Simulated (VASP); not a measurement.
# WS2 (P6_3/mmc) in VASP: further runs

The runs below take WS2 through single point, with LDA.

Everything below comes from runs of VASP 6.6.1. Logs are shortened: lines on timing, memory, paths and dates and some standing lists are left out, and cuts for length are marked.

## 1. The cell of the first run

It takes space group P6_3/mmc (No. 194, hexagonal). The conventional cell has a = 3.127 Å, b = 3.127 Å, c = 12.152 Å, α = 90.00°, β = 90.00°, γ = 120.00°. Within 3.0 Å of W (site symmetry -6m2) lie 6 S at 2.28 Å. S (site symmetry 3m) has 3 W at 2.28 Å and 1 S at 2.79 Å within 3.0 Å.

## 2. Single point, LDA (atoms shifted along a free coordinate)

File INCAR:

```
SYSTEM = WS2
PREC = Accurate
ENCUT = 520
EDIFF = 1E-6
ISMEAR = 0
SIGMA = 0.05
LREAL = .FALSE.
LASPH = .TRUE.
NELM = 80
ALGO = Normal
ISIF = 2
LWAVE = .FALSE.
LCHARG = .FALSE.
GGA = CA
NBANDS = 35
```

File KPOINTS:

```
regular mesh
0
G
  12 12 4
  0 0 0
```

File POSCAR:

```
WS2
1.0
    3.1265905160      0.0000000000      0.0000000000
   -1.5632952580      2.7077068141      0.0000000000
    0.0000000000      0.0000000000     12.1520250223
W S
2 4
Direct
    0.3333333333      0.6666666667      0.2500000000
    0.6666666667      0.3333333333      0.7500000000
    0.3333333333      0.6666666667      0.6351502730
    0.6666666667      0.3333333333      0.1351502730
    0.3333333333      0.6666666667      0.8648497270
    0.6666666667      0.3333333333      0.3648497270
```

Potentials or basis: VASP PAW LDA potentials, release 64 (W_sv, S).

Launch:

```sh
$ cat potpaw_LDA.64/W_sv/POTCAR potpaw_LDA.64/S/POTCAR > POTCAR
$ mpirun -np 1 vasp_std > vasp.out
```

OUTCAR:

```text
SYSTEM = WS2
   PREC = Accurate
   ENCUT = 520
   EDIFF = 1E-6
   ISMEAR = 0
   LREAL = .FALSE.
   LASPH = .TRUE.
   NELM = 80
   ISIF = 2
   GGA = CA

 ion  position               nearest neighbor table
   1  0.333  0.667  0.250-   4 2.28   6 2.28   4 2.28   6 2.28   4 2.28   6 2.28
   2  0.667  0.333  0.750-   3 2.28   5 2.28   3 2.28   5 2.28   3 2.28   5 2.28
   3  0.333  0.667  0.635-   2 2.28   2 2.28   2 2.28   5 2.79
   4  0.667  0.333  0.135-   1 2.28   1 2.28   1 2.28   6 2.79
   5  0.333  0.667  0.865-   2 2.28   2 2.28   2 2.28   3 2.79
   6  0.667  0.333  0.365-   1 2.28   1 2.28   1 2.28   4 2.79

  LATTYP: Found a hexagonal cell.
 ALAT       =     3.1265905160
 C/A-ratio  =     3.8866698278

  Lattice vectors:

 A1 = (   3.1265905160,   0.0000000000,   0.0000000000)
 A2 = (  -1.5632952580,   2.7077068141,   0.0000000000)
 A3 = (   0.0000000000,   0.0000000000,  12.1520250223)

Analysis of symmetry for initial positions (statically):
=====================================================================
 Subroutine PRICEL returns:
 Original cell was already a primitive cell.

 Routine SETGRP: Setting up the symmetry group for a
 hexagonal supercell.

 Subroutine GETGRP returns: Found 24 space group operations
 (whereof 12 operations were pure point group operations)
 out of a pool of 24 trial point group operations.

The static configuration has the point symmetry D_3d.
 The point group associated with its full space group is D_6h.

Analysis of symmetry for dynamics (positions and initial velocities):
=====================================================================
 Subroutine PRICEL returns:
 Original cell was already a primitive cell.

 Routine SETGRP: Setting up the symmetry group for a
 hexagonal supercell.

 Subroutine GETGRP returns: Found 24 space group operations
 (whereof 12 operations were pure point group operations)
 out of a pool of 24 trial point group operations.

The dynamic configuration has the point symmetry D_3d.
 The point group associated with its full space group is D_6h.

 Subroutine INISYM returns: Found 24 space group operations
 (whereof 12 operations are pure point group operations),
 and found     1 'primitive' translations

----------------------------------------------------------------------------------------

                                     Primitive cell

  volume of cell :     102.8777

  direct lattice vectors                    reciprocal lattice vectors
     3.126590516  0.000000000  0.000000000     0.319837214  0.184658102  0.000000000
    -1.563295258  2.707706814  0.000000000     0.000000000  0.369316203  0.000000000
     0.000000000  0.000000000 12.152025022     0.000000000  0.000000000  0.082290811

  length of vectors
     3.126590516  3.126590516 12.152025022     0.369316203  0.369316203  0.082290811

  position of ions in fractional coordinates (direct lattice)
     0.333333333  0.666666667  0.250000000
     0.666666667  0.333333333  0.750000000
     0.333333333  0.666666667  0.635150273
     0.666666667  0.333333333  0.135150273
     0.333333333  0.666666667  0.864849727
     0.666666667  0.333333333  0.364849727

  ion indices of the primitive-cell ions
   primitive index   ion index
                 1           1
                 2           2
                 3           3
                 4           4
                 5           5
                 6           6

----------------------------------------------------------------------------------------

 KPOINTS: regular mesh

Automatic generation of k-mesh.
 Grid dimensions read from file:
 generate k-points for:   12   12    4

 Generating k-lattice:

  Cartesian coordinates                     Fractional coordinates (reciprocal lattice)
     0.026653101  0.015388175  0.000000000     0.083333333  0.000000000  0.000000000
     0.000000000  0.030776350  0.000000000     0.000000000  0.083333333  0.000000000
     0.000000000  0.000000000  0.020572703     0.000000000  0.000000000  0.250000000

  Length of vectors
     0.030776350  0.030776350  0.020572703

  Shift w.r.t. Gamma in fractional coordinates (k-lattice)
     0.000000000  0.000000000  0.000000000

 Subroutine IBZKPT returns following result:
 ===========================================

 Found     57 irreducible k-points:

 Following reciprocal coordinates:
            Coordinates               Weight
  0.000000  0.000000  0.000000      1.000000
  0.083333  0.000000  0.000000      6.000000
  0.166667  0.000000  0.000000      6.000000
  0.250000 -0.000000  0.000000      6.000000
  0.333333  0.000000  0.000000      6.000000
  0.416667  0.000000  0.000000      6.000000
[... 16 lines left out ...]
  0.250000 -0.000000  0.250000     12.000000
  0.333333  0.000000  0.250000     12.000000
 [... further k-points ...]
   k-points           NKPTS =     57   k-points in BZ     NKDIM =     57   number of bands    NBANDS=     35
   number of dos      NEDOS =    301   number of ions     NIONS =      6
   total plane-waves  NPLWV =  51840
   dimension x,y,z NGX =    24 NGY =   24 NGZ =   90
   dimension x,y,z NGXF=    48 NGYF=   48 NGZF=  180
   ions per type =               2   4
   NGX,Y,Z   is equivalent  to a cutoff of  12.76, 12.76, 12.31 a.u.
   NGXF,Y,Z  is equivalent  to a cutoff of  25.52, 25.52, 24.62 a.u.
 SYSTEM =  WS2
   PREC   = accura    normal or accurate (medium, high low for compatibility)
   ISTART =      0    job   : 0-new  1-cont  2-samecut
   ICHARG =      2    charge: 1-file 2-atom 10-const
   ISPIN  =      1    spin polarized calculation?
   LNONCOLLINEAR =      F non collinear calculations
   LSORBIT =      F    spin-orbit coupling
   LASPH  =      T    aspherical Exc in radial PAW
   ENCUT  =  520.0 eV  38.22 Ry    6.18 a.u.   5.81  5.81 22.59*2*pi/ulx,y,z
   NELM   =     80;   NELMIN=  2; NELMDL= -5     # of ELM steps
   EDIFF  = 0.1E-05   stopping-criterion for ELM
   LREAL  =      F    real-space projection
   EDIFFG = 0.1E-04   stopping-criterion for IOM
   NSW    =      0    number of steps for IOM
   IBRION =     -1    ionic relax: 0-MD 1-quasi-New 2-CG
   NFREE  =      0    steps in history (QN), initial steepest desc. (CG)
   ISIF   =      2    stress and relaxation
   ISYM   =      2    0-nonsym 1-usesym 2-fastsym
   POTIM  = 0.5000    time-step for ionic-motion
   TEBEG  =    0.0;   TEEND  =   0.0 temperature during run
   PSTRESS=    0.0 pullay stress
   NELECT =      52.0000    total number of electrons
   NUPDOWN=      -1.0000    fix difference up-down
   EMIN   =  10.00;   EMAX   =-10.00  energy-range for DOS
   EFERMI =   0.00;   METHOD = LEGACY
   ISMEAR =     0;   SIGMA  =   0.05  broadening in eV -4-tet -1-fermi 0-gaus
   EFERMI_NEDOS =   21; number of points for ismear=-14 and -15
   IALGO  =     38    algorithm
   IMIX   =      4    mixing-type and parameters
     AMIX     =   0.40;   BMIX     =  1.00
     AMIX_MAG =   1.60;   BMIX_MAG =  1.00
  volume/ion in A,a.u.               =      17.15       115.71
  Fermi-wavevector in a.u.,A,eV,Ry     =   1.304074  2.464342 23.138184  1.700609
  Thomas-Fermi vector in A             =   2.435034
   LORBIT       =      0    0 simple, 1 ext, 2 COOP (PROOUT), +10 PAW based schemes
   GGA     = CA    functional components
   LHFCALC =     F    Hartree Fock is set to
   AEXX    =    0.0000 exact exchange contribution
   IVDW    =     0    specifies the selected vdW correction
   LEPSILON=     F    determine dielectric tensor
   LRPA    =     F    only Hartree local field effects (RPA)
 non-spin polarized calculation
 Gauss-broadening in eV      SIGMA  =   0.05
  energy-cutoff  :      520.00
  volume of cell :      102.88
 maximum number of plane-waves:      2792
 NGX is ok and might be reduce to    24
   NGX = 11   NGY = 11   NGZ = 45

 number of electron      51.9999999 magnetization

 Free energy of the ion-electron system (eV)
  ---------------------------------------------------
  ext. energy  EPLUGINS =         0.00000000
  ---------------------------------------------------
  free energy    TOTEN  =       -51.14939308 eV

  energy without entropy =      -51.14884338  energy(sigma->0) =      -51.14911823

 E-fermi :   8.1805     XC(G=0): -11.2176

 val. band max:        7.9910239728   @ k =   0.0833   0.0000   0.0000
 cond. band min:       8.2061979569   @ k =   0.0000   0.0000   0.2500
 fundamental gap:      0.2151739841
 Fermi energy:         8.1805166917

 k-point     1 :       0.0000    0.0000    0.0000
  band No.  band energies     occupation
      1     -66.3064      2.00000
      2     -66.3064      2.00000
      3     -30.9608      2.00000
      4     -30.9608      2.00000
      5     -30.8011      2.00000
      6     -30.8011      2.00000
[... 27 lines left out ...]
     34      10.9026      0.00000
     35      12.2303      0.00000

 k-point     2 :       0.0833    0.0000    0.0000
  band No.  band energies     occupation
      1     -66.3048      2.00000
      2     -66.3048      2.00000
      3     -30.9547      2.00000
      4     -30.9547      2.00000
      5     -30.8337      2.00000
      6     -30.8337      2.00000
[... 27 lines left out ...]
     34      10.7557      0.00000
     35      12.8001      0.00000

 k-point     3 :       0.1667    0.0000    0.0000
  band No.  band energies     occupation
      1     -66.3003      2.00000
      2     -66.3003      2.00000
      3     -30.9380      2.00000
      4     -30.9379      2.00000
      5     -30.9217      2.00000
      6     -30.9217      2.00000
[... 27 lines left out ...]
     34      11.0420      0.00000
     35      14.1715      0.00000

 k-point     4 :       0.2500   -0.0000    0.0000
  band No.  band energies     occupation
      1     -66.2941      2.00000
      2     -66.2941      2.00000
      3     -31.0398      2.00000
      4     -31.0398      2.00000
      5     -30.9151      2.00000
      6     -30.9150      2.00000
[... 27 lines left out ...]
     34      11.8391      0.00000
     35      14.7940      0.00000

 k-point     5 :       0.3333    0.0000    0.0000
  band No.  band energies     occupation
      1     -66.2879      2.00000
      2     -66.2879      2.00000
      3     -31.1556      2.00000
      4     -31.1555      2.00000
      5     -30.8920      2.00000
      6     -30.8920      2.00000
[... 638 lines left out ...]
 k-point    22 :       0.1667    0.0000    0.2500
  band No.  band energies     occupation
      1     -66.3003      2.00000
      2     -66.3003      2.00000
      3     -30.9380      2.00000
      4     -30.9380      2.00000
      5     -30.9217      2.00000
      6     -30.9217      2.00000
[... 27 lines left out ...]
     34      11.0340      0.00000
     35      14.1686      0.00000

 k-point    23 :       0.2500   -0.0000    0.2500
  band No.  band energies     occupation
      1     -66.2941      2.00000
      2     -66.2941      2.00000
      3     -31.0398      2.00000
      4     -31.0398      2.00000
      5     -30.9151      2.00000
      6     -30.9150      2.00000
[... 27 lines left out ...]
     34      11.8182      0.00000
     35      14.7809      0.00000

 k-point    24 :       0.3333    0.0000    0.2500
  band No.  band energies     occupation
      1     -66.2879      2.00000
      2     -66.2879      2.00000
      3     -31.1556      2.00000
      4     -31.1556      2.00000
      5     -30.8920      2.00000
      6     -30.8920      2.00000
[... 27 lines left out ...]
     34      12.4517      0.00000
     35      13.8079      0.00000

 [... further k-points ...]

------------------------ aborting loop because EDIFF is reached ----------------------------------------

  FORCE on cell =-STRESS in cart. coord.  units (eV):
  Direction    XX          YY          ZZ          XY          YZ          ZX
  --------------------------------------------------------------------------------------
  -------------------------------------------------------------------------------------
  Total       10.7951576     10.7951576     23.5102627      0.0000000      0.0000000      0.0000000
  in kB      168.1195703    168.1195703    366.1396519      0.0000000      0.0000000      0.0000000
  external PRESSURE =     234.1262642 kB  Pullay stress =       0.0000000 kB

 VOLUME and BASIS-vectors are now :
 -----------------------------------------------------------------------------
  energy-cutoff  :      520.00
  volume of cell :      102.88
      direct lattice vectors                 reciprocal lattice vectors
     3.126590516  0.000000000  0.000000000     0.319837214  0.184658102  0.000000000
    -1.563295258  2.707706814  0.000000000     0.000000000  0.369316203  0.000000000
     0.000000000  0.000000000 12.152025022     0.000000000  0.000000000  0.082290811

 POSITION                                       TOTAL-FORCE (eV/Angst)
 -----------------------------------------------------------------------------------
     -0.00000      1.80514      3.03801         0.000000     -0.000000      0.000000
      1.56330      0.90257      9.11402        -0.000000      0.000000      0.000000
     -0.00000      1.80514      7.71836         0.000000     -0.000000     -4.351964
      1.56330      0.90257      1.64235         0.000000     -0.000000     -4.351964
     -0.00000      1.80514     10.50968         0.000000     -0.000000      4.351964
      1.56330      0.90257      4.43366        -0.000000      0.000000      4.351964
 -----------------------------------------------------------------------------------
    total drift:                               -0.000000      0.000000     -0.000000

  FREE ENERGIE OF THE ION-ELECTRON SYSTEM (eV)
  ---------------------------------------------------
  free  energy   TOTEN  =       -51.1493930788 eV

  energy  without entropy=      -51.1488433828  energy(sigma->0) =      -51.14911823
```

It took 89 s on 1 thread of Intel Xeon 6975P-C (Granite Rapids), shared host; peak memory 0.28 GiB.

What came out:

- Free energy: -51.1494 eV
- Pressure: 23.4 GPa
- Largest force: 4.352 eV/Å
- Band gap on the k mesh: zero (bands 26 and 27 overlap by 0.08 eV)

Forces on the atoms (eV/Å):
```
W    0.000  0.000  0.000
W    0.000  0.000  0.000
S    0.000  0.000 -4.352
S    0.000  0.000 -4.352
S    0.000  0.000  4.352
S    0.000  0.000  4.352
```

Stress tensor (GPa, compression positive):
```
16.81  0.00  0.00
 0.00 16.81  0.00
 0.00  0.00 36.61
```

Caveat: the cell differs from its parent crystal (atoms shifted along a free coordinate); the cell stands under pressure; spin-orbit coupling is left out, which moves the levels of the heavy elements; forces of over 1 eV/Å act on the atoms, so gaps and moduli don't describe the material at rest.

## 3. Single point, LDA (atoms shifted along a free coordinate)

File INCAR:

```
PREC = Accurate
ENCUT = 520
EDIFF = 1E-7
ISMEAR = 0
SIGMA = 0.05
LREAL = False
LASPH = True
NELM = 80
ALGO = Normal
ISIF = 2
LWAVE = False
LCHARG = True
LELF = True
LVHAR = True
NBANDS = 35
```

File KPOINTS:

```
regular mesh
0
Gamma
  12 12 4
```

File POSCAR:

```
WS2
1.0
    3.1541676745      0.0000000000      0.0000000000
   -1.5770838372      2.7315893339      0.0000000000
    0.0000000000      0.0000000000     12.2592083320
W S
2 4
Direct
    0.3333333333      0.6666666667      0.2500000000
    0.6666666667      0.3333333333      0.7500000000
    0.3333333333      0.6666666667      0.6420050976
    0.6666666667      0.3333333333      0.1420050976
    0.3333333333      0.6666666667      0.8579949024
    0.6666666667      0.3333333333      0.3579949024
```

Potentials or basis: VASP PAW LDA potentials, release 64 (W_sv, S).

Launch:

```sh
$ cat potpaw_LDA.64/W_sv/POTCAR potpaw_LDA.64/S/POTCAR > POTCAR
$ mpirun -np 1 vasp_std > vasp.out
```

It took 94 s on 1 thread of Intel Xeon 6975P-C (Granite Rapids), shared host; peak memory 0.28 GiB.

It converged, with:

```
Free energy            : -49.8502 eV
Pressure               : 30.6 GPa
Largest force          : 6.264 eV/Å
Band gap on the k mesh : zero (bands 26 and 27 overlap by 0.88 eV)
```

Forces on the atoms (eV/Å):
```
W    0.000  0.000  0.000
W    0.000  0.000  0.000
S    0.000  0.000 -6.264
S    0.000  0.000 -6.264
S    0.000  0.000  6.264
S    0.000  0.000  6.264
```

Stress tensor (GPa, compression positive):
```
21.51  0.00  0.00
 0.00 21.51  0.00
 0.00  0.00 48.73
```

Levels at points of the mesh, in eV from the Fermi level:
```
           k point  band 22  band 23  band 24  band 25  band 26  band 27  band 28  band 29  band 30  band 31
(0.00, 0.00, 0.00)    -3.91    -3.25    -1.50    -0.73     0.39     1.78     1.78     1.79     1.79     2.80
(0.50, 0.00, 0.00)    -3.23    -2.54    -2.46    -2.30    -2.12     1.28     1.32     1.72     1.72     3.25
(0.00, 0.00, 0.50)    -3.92    -2.57    -2.57     0.04     0.04     1.79     1.79     1.79     1.79     2.85
(0.50, 0.00, 0.50)    -3.26    -2.52    -2.52    -2.18    -2.18     1.30     1.30     1.72     1.72     3.41
```

Caveat: the cell differs from its parent crystal (atoms shifted along a free coordinate); the cell stands under pressure; spin-orbit coupling is left out, which moves the levels of the heavy elements; forces of over 1 eV/Å act on the atoms, so gaps and moduli don't describe the material at rest.

(Part 1 of 3 ends here.)
